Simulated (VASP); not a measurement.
# BN (Cmm2) in VASP: further runs

The runs below take BN through single point, with r2SCAN.

All numbers are computed with VASP 6.6.1; they aren't measurements. Logs are shortened: lines on timing, memory, paths and dates and some standing lists are left out, and cuts for length are marked.

## (1) The cell of the first run

The structure is orthorhombic, space group Cmm2 (No. 35). Conventional cell: a = 5.128 Å, b = 5.128 Å, c = 3.626 Å, α = 90.00°, β = 90.00°, γ = 90.00°. B (site symmetry m) has 4 N at 1.57 to 1.63 Å within 2.1 Å. B (site symmetry m) has 4 N at 1.51 to 1.57 Å within 2.0 Å. Within 2.0 Å of N (site symmetry mm2) lie 4 B at 1.51 to 1.63 Å. N (site symmetry mm2) has 4 B at 1.57 Å within 2.1 Å. Within 2.1 Å of N (site symmetry 2) lie 4 B at 1.57 Å.

## (2) Single point, r2SCAN (atom 5 (N) moved -0.100 Å along Cartesian [0 0 1])

Contents of POSCAR:

```
BN
1.0
    3.6260020000      0.0000000000      0.0000000000
    0.0000000000     -3.6260020000      0.0000000000
    0.0000000000      0.0000000000     -3.6260020000
B N
4 4
Direct
    0.0000000000      0.5000000000      0.5000000000
    0.5000000000      0.0000000000      0.5000000000
    0.5000000000      0.5000000000      0.0000000000
    0.0000000000      0.0000000000      0.0000000000
    0.7500000000      0.7500000000      0.7775785838
    0.2500000000      0.2500000000      0.7500000000
    0.2500000000      0.7500000000      0.2500000000
    0.7500000000      0.2500000000      0.2500000000
```

Contents of INCAR.step1:

```
SYSTEM = BN
PREC = Accurate ; ENCUT = 520
ISMEAR = 0 ; SIGMA = 0.05
LREAL = .False. ; LASPH = .True.
NELM = 100 ; NBANDS = 26
GGA = PE ; ALGO = Normal
EDIFF = 1E-4 ; LWAVE = .True.
LCHARG = .False.
```

Contents of INCAR.step2:

```
SYSTEM = BN
PREC = Accurate ; ENCUT = 520
EDIFF = 1E-6 ; ISMEAR = 0
SIGMA = 0.05 ; LREAL = .False.
LASPH = .True. ; NELM = 100
ALGO = Normal ; ISIF = 2
LWAVE = .False. ; LCHARG = .False.
METAGGA = R2SCAN ; LMIXTAU = .True.
NBANDS = 26 ; ISTART = 1
```

Contents of KPOINTS:

```
Automatic mesh
0
Gamma
  6 6 6
  0 0 0
```

Potentials or basis: VASP PAW PBE potentials, release 64 (B, N).

Launch:

```console
cat potpaw_PBE.64/B/POTCAR potpaw_PBE.64/N/POTCAR > POTCAR
cp INCAR.step1 INCAR
mpirun -np 1 vasp_std > vasp.out
cp INCAR.step2 INCAR
mpirun -np 1 vasp_std > vasp.out
```

OUTCAR:

```text
SYSTEM = BN
   PREC = Accurate
   ENCUT = 520
   EDIFF = 1E-6
   ISMEAR = 0
   LREAL = .False.
   LASPH = .True.
   NELM = 100
   ISIF = 2
   METAGGA = R2SCAN
   ISTART = 1

 ion  position               nearest neighbor table
   1  0.000  0.500  0.500-   6 1.57   7 1.57   8 1.57   5 1.63
   2  0.500  0.000  0.500-   6 1.57   7 1.57   8 1.57   5 1.63
   3  0.500  0.500  0.000-   5 1.51   6 1.57   7 1.57   8 1.57
   4  0.000  0.000  0.000-   5 1.51   6 1.57   7 1.57   8 1.57
   5  0.750  0.750  0.778-   3 1.51   4 1.51   1 1.63   2 1.63
   6  0.250  0.250  0.750-   1 1.57   2 1.57   3 1.57   4 1.57
   7  0.250  0.750  0.250-   1 1.57   2 1.57   3 1.57   4 1.57
   8  0.750  0.250  0.250-   1 1.57   2 1.57   3 1.57   4 1.57

  LATTYP: Found a simple cubic cell.
 ALAT       =     3.6260020000

  Lattice vectors:

 A1 = (   3.6260020000,   0.0000000000,   0.0000000000)
 A2 = (   0.0000000000,  -3.6260020000,   0.0000000000)
 A3 = (   0.0000000000,   0.0000000000,  -3.6260020000)

Analysis of symmetry for initial positions (statically):
=====================================================================
 Subroutine PRICEL returns:
 Original cell was already a primitive cell.

 Routine SETGRP: Setting up the symmetry group for a
 simple cubic supercell.

 Subroutine GETGRP returns: Found  4 space group operations
 (whereof  2 operations were pure point group operations)
 out of a pool of 48 trial point group operations.

The static configuration has the point symmetry C_1h.
 The point group associated with its full space group is C_2v.

Analysis of symmetry for dynamics (positions and initial velocities):
=====================================================================
 Subroutine PRICEL returns:
 Original cell was already a primitive cell.

 Routine SETGRP: Setting up the symmetry group for a
 simple cubic supercell.

 Subroutine GETGRP returns: Found  4 space group operations
 (whereof  2 operations were pure point group operations)
 out of a pool of 48 trial point group operations.

The dynamic configuration has the point symmetry C_1h.
 The point group associated with its full space group is C_2v.

 Subroutine INISYM returns: Found  4 space group operations
 (whereof  2 operations are pure point group operations),
 and found     1 'primitive' translations

----------------------------------------------------------------------------------------

                                     Primitive cell

  volume of cell :      47.6743

  direct lattice vectors                    reciprocal lattice vectors
     3.626002000  0.000000000  0.000000000     0.275785838  0.000000000  0.000000000
     0.000000000 -3.626002000  0.000000000     0.000000000 -0.275785838  0.000000000
     0.000000000  0.000000000 -3.626002000     0.000000000  0.000000000 -0.275785838

  length of vectors
     3.626002000  3.626002000  3.626002000     0.275785838  0.275785838  0.275785838

  position of ions in fractional coordinates (direct lattice)
     0.000000000  0.500000000  0.500000000
     0.500000000  0.000000000  0.500000000
     0.500000000  0.500000000  0.000000000
     0.000000000  0.000000000  0.000000000
     0.750000000  0.750000000  0.777578584
     0.250000000  0.250000000  0.750000000
     0.250000000  0.750000000  0.250000000
     0.750000000  0.250000000  0.250000000

  ion indices of the primitive-cell ions
   primitive index   ion index
                 1           1
                 2           2
                 3           3
                 4           4
                 5           5
                 6           6
                 7           7
                 8           8

----------------------------------------------------------------------------------------

 KPOINTS: Automatic mesh

Automatic generation of k-mesh.
 Grid dimensions read from file:
 generate k-points for:    6    6    6

 Generating k-lattice:

  Cartesian coordinates                     Fractional coordinates (reciprocal lattice)
     0.045964306  0.000000000  0.000000000     0.166666667  0.000000000  0.000000000
     0.000000000 -0.045964306  0.000000000     0.000000000  0.166666667  0.000000000
     0.000000000  0.000000000 -0.045964306     0.000000000  0.000000000  0.166666667

  Length of vectors
     0.045964306  0.045964306  0.045964306

  Shift w.r.t. Gamma in fractional coordinates (k-lattice)
     0.000000000  0.000000000  0.000000000

 Subroutine IBZKPT returns following result:
 ===========================================

 Found     52 irreducible k-points:

 Following reciprocal coordinates:
            Coordinates               Weight
  0.000000  0.000000  0.000000      1.000000
  0.166667  0.000000  0.000000      4.000000
  0.000000  0.000000  0.166667      2.000000
  0.333333  0.000000  0.000000      4.000000
  0.000000  0.000000  0.333333      2.000000
  0.500000  0.000000  0.000000      2.000000
[... 16 lines left out ...]
  0.333333  0.000000  0.500000      4.000000
  0.500000  0.500000  0.000000      1.000000
 [... further k-points ...]
   k-points           NKPTS =     52   k-points in BZ     NKDIM =     52   number of bands    NBANDS=     26
   number of dos      NEDOS =    301   number of ions     NIONS =      8
   total plane-waves  NPLWV =  21952
   dimension x,y,z NGX =    28 NGY =   28 NGZ =   28
   dimension x,y,z NGXF=    56 NGYF=   56 NGZF=   56
   ions per type =               4   4
   NGX,Y,Z   is equivalent  to a cutoff of  12.84, 12.84, 12.84 a.u.
   NGXF,Y,Z  is equivalent  to a cutoff of  25.68, 25.68, 25.68 a.u.
 SYSTEM =  BN
   PREC   = accura    normal or accurate (medium, high low for compatibility)
   ISTART =      1    job   : 0-new  1-cont  2-samecut
   ICHARG =      0    charge: 1-file 2-atom 10-const
   ISPIN  =      1    spin polarized calculation?
   LNONCOLLINEAR =      F non collinear calculations
   LSORBIT =      F    spin-orbit coupling
   LASPH  =      T    aspherical Exc in radial PAW
   ENCUT  =  520.0 eV  38.22 Ry    6.18 a.u.   6.74  6.74  6.74*2*pi/ulx,y,z
   NELM   =    100;   NELMIN=  2; NELMDL=  0     # of ELM steps
   EDIFF  = 0.1E-05   stopping-criterion for ELM
   LREAL  =      F    real-space projection
   EDIFFG = 0.1E-04   stopping-criterion for IOM
   NSW    =      0    number of steps for IOM
   IBRION =     -1    ionic relax: 0-MD 1-quasi-New 2-CG
   NFREE  =      0    steps in history (QN), initial steepest desc. (CG)
   ISIF   =      2    stress and relaxation
   ISYM   =      2    0-nonsym 1-usesym 2-fastsym
   POTIM  = 0.5000    time-step for ionic-motion
   TEBEG  =    0.0;   TEEND  =   0.0 temperature during run
   PSTRESS=    0.0 pullay stress
   NELECT =      32.0000    total number of electrons
   NUPDOWN=      -1.0000    fix difference up-down
   EMIN   =  10.00;   EMAX   =-10.00  energy-range for DOS
   EFERMI =   0.00;   METHOD = LEGACY
   ISMEAR =     0;   SIGMA  =   0.05  broadening in eV -4-tet -1-fermi 0-gaus
   EFERMI_NEDOS =   21; number of points for ismear=-14 and -15
   IALGO  =     38    algorithm
   IMIX   =      4    mixing-type and parameters
     AMIX     =   0.40;   BMIX     =  1.00
     AMIX_MAG =   1.60;   BMIX_MAG =  1.00
  volume/ion in A,a.u.               =       5.96        40.22
  Fermi-wavevector in a.u.,A,eV,Ry     =   1.433387  2.708709 27.954506  2.054598
  Thomas-Fermi vector in A             =   2.552911
   LORBIT       =      0    0 simple, 1 ext, 2 COOP (PROOUT), +10 PAW based schemes
   METAGGA = R2SCAN    functional components
   LHFCALC =     F    Hartree Fock is set to
   AEXX    =    0.0000 exact exchange contribution
   IVDW    =     0    specifies the selected vdW correction
   LEPSILON=     F    determine dielectric tensor
   LRPA    =     F    only Hartree local field effects (RPA)
 non-spin polarized calculation
 Gauss-broadening in eV      SIGMA  =   0.05
  energy-cutoff  :      520.00
  volume of cell :       47.67
 maximum number of plane-waves:      1328
   NGX = 13   NGY = 13   NGZ = 13

 number of electron      31.9999996 magnetization

 Free energy of the ion-electron system (eV)
  ---------------------------------------------------
  ext. energy  EPLUGINS =         0.00000000
  ---------------------------------------------------
  free energy    TOTEN  =       -76.50336225 eV

  energy without entropy =      -76.50336225  energy(sigma->0) =      -76.50336225

 E-fermi :   7.6823     XC(G=0): -13.5978

 val. band max:        7.3579258618   @ k =   0.0000   0.0000   0.0000
 cond. band min:      12.0601115456   @ k =   0.0000   0.0000   0.0000
 fundamental gap:      4.7021856838
 Fermi energy:         7.6822588660

 k-point     1 :       0.0000    0.0000    0.0000
  band No.  band energies     occupation
      1     -14.0637      2.00000
      2      -8.4318      2.00000
      3      -8.3983      2.00000
      4      -8.3822      2.00000
      5      -2.2360      2.00000
      6      -2.0987      2.00000
[... 18 lines left out ...]
     25      17.2175      0.00000
     26      17.9762      0.00000

 k-point     2 :       0.1667    0.0000    0.0000
  band No.  band energies     occupation
      1     -13.8323      2.00000
      2      -9.1691      2.00000
      3      -8.3451      2.00000
      4      -8.3159      2.00000
      5      -1.9676      2.00000
      6      -1.9181      2.00000
[... 18 lines left out ...]
     25      17.8264      0.00000
     26      18.6646      0.00000

 k-point     3 :       0.0000    0.0000    0.1667
  band No.  band energies     occupation
      1     -13.8330      2.00000
      2      -9.1613      2.00000
      3      -8.3371      2.00000
      4      -8.3303      2.00000
      5      -2.0476      2.00000
      6      -1.8531      2.00000
[... 572 lines left out ...]
 k-point    23 :       0.3333    0.0000    0.5000
  band No.  band energies     occupation
      1     -11.3910      2.00000
      2     -11.1049      2.00000
      3      -9.3746      2.00000
      4      -9.1966      2.00000
      5      -1.4721      2.00000
      6      -1.3135      2.00000
[... 18 lines left out ...]
     25      20.5658      0.00000
     26      21.1567      0.00000

 k-point    24 :       0.5000    0.5000    0.0000
  band No.  band energies     occupation
      1     -10.3543      2.00000
      2     -10.3349      2.00000
      3     -10.3316      2.00000
      4     -10.3310      2.00000
      5      -0.8825      2.00000
      6      -0.7276      2.00000
[... 18 lines left out ...]
     25      20.4763      0.00000
     26      20.6256      0.00000

 [... further k-points ...]
[... 5 lines left out ...]
  --------------------------------------------------------------------------------------
  -------------------------------------------------------------------------------------
  Total       -0.8672415     -0.8672415     -1.1187633     -0.0618884     -0.0000000      0.0000000
  in kB      -29.1451659    -29.1451659    -37.5979940     -2.0798665     -0.0000000      0.0000000
  external PRESSURE =     -31.9627752 kB  Pullay stress =       0.0000000 kB

 VOLUME and BASIS-vectors are now :
 -----------------------------------------------------------------------------
  energy-cutoff  :      520.00
  volume of cell :       47.67
      direct lattice vectors                 reciprocal lattice vectors
     3.626002000  0.000000000  0.000000000     0.275785838  0.000000000  0.000000000
     0.000000000 -3.626002000  0.000000000     0.000000000 -0.275785838  0.000000000
     0.000000000  0.000000000 -3.626002000     0.000000000  0.000000000 -0.275785838

 POSITION                                       TOTAL-FORCE (eV/Angst)
 -----------------------------------------------------------------------------------
      0.00000     -1.81300     -1.81300        -0.082882     -0.082882     -0.506581
      1.81300      0.00000     -1.81300         0.082882      0.082882     -0.506581
      1.81300     -1.81300      0.00000        -0.223675      0.223675     -0.662003
      0.00000      0.00000      0.00000         0.223675     -0.223675     -0.662003
      2.71950     -2.71950     -2.81950        -0.000000      0.000000      3.554454
      0.90650     -0.90650     -2.71950         0.000000      0.000000      0.242840
      0.90650     -2.71950     -0.90650         0.000000      0.000000     -0.730063
      2.71950     -0.90650     -0.90650         0.000000     -0.000000     -0.730063
 -----------------------------------------------------------------------------------
    total drift:                                0.000000     -0.000000      0.000073

  FREE ENERGIE OF THE ION-ELECTRON SYSTEM (eV)
  ---------------------------------------------------
  free  energy   TOTEN  =       -76.5033622472 eV

  energy  without entropy=      -76.5033622472  energy(sigma->0) =      -76.50336225
```

It took 4.8 min on 1 thread of Intel Xeon Platinum 8175M at 2.50GHz (Skylake/Cascade Lake), shared host; peak memory 0.19 GiB.

What came out:

```yaml
Free_energy: -76.5034 eV
Pressure: -3.2 GPa
Largest_force: 3.554 eV/Å
Band_gap_on_the_k_mesh: 4.70 eV
```

Forces in eV/Å, atoms in the order of the input:
```
B   -0.083 -0.083 -0.507
B    0.083  0.083 -0.507
B   -0.224  0.224 -0.662
B    0.224 -0.224 -0.662
N    0.000  0.000  3.554
N    0.000  0.000  0.243
N    0.000  0.000 -0.730
N    0.000  0.000 -0.730
```

Stress tensor (GPa, compression positive):
```
-2.91 -0.21  0.00
-0.21 -2.91  0.00
 0.00  0.00 -3.76
```

Caveat: the cell differs from its parent crystal (atom 5 (N) moved -0.100 Å along Cartesian [0 0 1]); the PAW data sets were made with another functional, which shifts forces and pressure a little.

## (3) Single point, r2SCAN (atom 5 (N) moved +0.050 Å along Cartesian [0 0 1])

POSCAR, as its differences from that of step 2:

```diff
@@ -12,3 +12,3 @@
     0.0000000000      0.0000000000      0.0000000000
-    0.7500000000      0.7500000000      0.7775785838
+    0.7500000000      0.7500000000      0.7362107081
     0.2500000000      0.2500000000      0.7500000000
```

Contents of INCAR.step1:

```
PREC     = Accurate       # precision mode
ENCUT    = 520            # plane-wave cutoff, eV
ISMEAR   = 0              # smearing method
SIGMA    = 0.05           # smearing width, eV
LREAL    = False          # projectors in reciprocal space
LASPH    = True           # aspherical terms in the spheres
NELM     = 100            # most SCF steps
NBANDS   = 26             # bands
GGA      = PE             # functional
ALGO     = Normal         # electronic algorithm
EDIFF    = 1E-4           # SCF threshold, eV
LWAVE    = True           # write WAVECAR
LCHARG   = False          # write CHGCAR
```

Contents of INCAR.step2:

```
PREC     = Accurate       # precision mode
ENCUT    = 520            # plane-wave cutoff, eV
EDIFF    = 1E-6           # SCF threshold, eV
ISMEAR   = 0              # smearing method
SIGMA    = 0.05           # smearing width, eV
LREAL    = False          # projectors in reciprocal space
LASPH    = True           # aspherical terms in the spheres
NELM     = 100            # most SCF steps
ALGO     = Normal         # electronic algorithm
ISIF     = 2              # what is computed and relaxed
LWAVE    = False          # write WAVECAR
LCHARG   = False          # write CHGCAR
METAGGA  = R2SCAN         # meta-GGA
LMIXTAU  = True         
NBANDS   = 26             # bands
ISTART   = 1
```

Contents of KPOINTS:

```
Automatic mesh
0
Gamma
  6 6 6
```

Potentials or basis: VASP PAW PBE potentials, release 64 (B, N).

Launch:

```console
cat potpaw_PBE.64/B/POTCAR potpaw_PBE.64/N/POTCAR > POTCAR
cp INCAR.step1 INCAR
mpirun -np 1 vasp_std > vasp.out
cp INCAR.step2 INCAR
mpirun -np 1 vasp_std > vasp.out
```

It took 4.4 min on 1 thread of Intel Xeon Platinum 8175M at 2.50GHz (Skylake/Cascade Lake), shared host; peak memory 0.18 GiB.

The run converged. Its results:

| Property | Result |
| --- | --- |
| Free energy | -76.6370 eV |
| Pressure | -3.9 GPa |
| Largest force | 1.788 eV/Å |
| Band gap on the k mesh | 4.84 eV |

Forces in eV/Å, atoms in the order of the input:
```
B    0.093  0.093  0.315
B   -0.093 -0.093  0.315
B    0.058 -0.058  0.275
B   -0.058  0.058  0.275
N    0.000  0.000 -1.788
N    0.000  0.000 -0.122
N    0.000  0.000  0.365
N    0.000  0.000  0.365
```

Stress tensor (GPa, compression positive):
```
-3.80  0.08  0.00
 0.08 -3.80  0.00
 0.00  0.00 -4.01
```

Levels at points of the mesh, in eV from the valence-band top:
| k point | band 14 | band 15 | band 16 | band 17 | band 18 | band 19 |
| --- | --- | --- | --- | --- | --- | --- |
| (0.00, 0.00, 0.00) | -0.23 | -0.12 | 0.00 | 4.84 | 4.85 | 4.86 |
| (0.50, 0.00, 0.00) | -3.21 | -3.20 | -3.18 | 7.25 | 7.26 | 10.15 |
| (0.00, 0.00, 0.50) | -3.25 | -3.17 | -3.02 | 7.24 | 7.28 | 10.16 |
| (0.50, 0.50, 0.00) | -2.27 | -2.26 | -2.09 | 10.16 | 10.24 | 10.27 |
| (0.00, 0.50, 0.50) | -2.27 | -2.25 | -2.16 | 10.09 | 10.14 | 10.35 |
| (0.50, 0.50, 0.50) | -2.11 | -2.03 | -1.87 | 10.46 | 10.50 | 10.53 |

Caveat: the cell differs from its parent crystal (atom 5 (N) moved +0.050 Å along Cartesian [0 0 1]); the PAW data sets were made with another functional, which shifts forces and pressure a little.
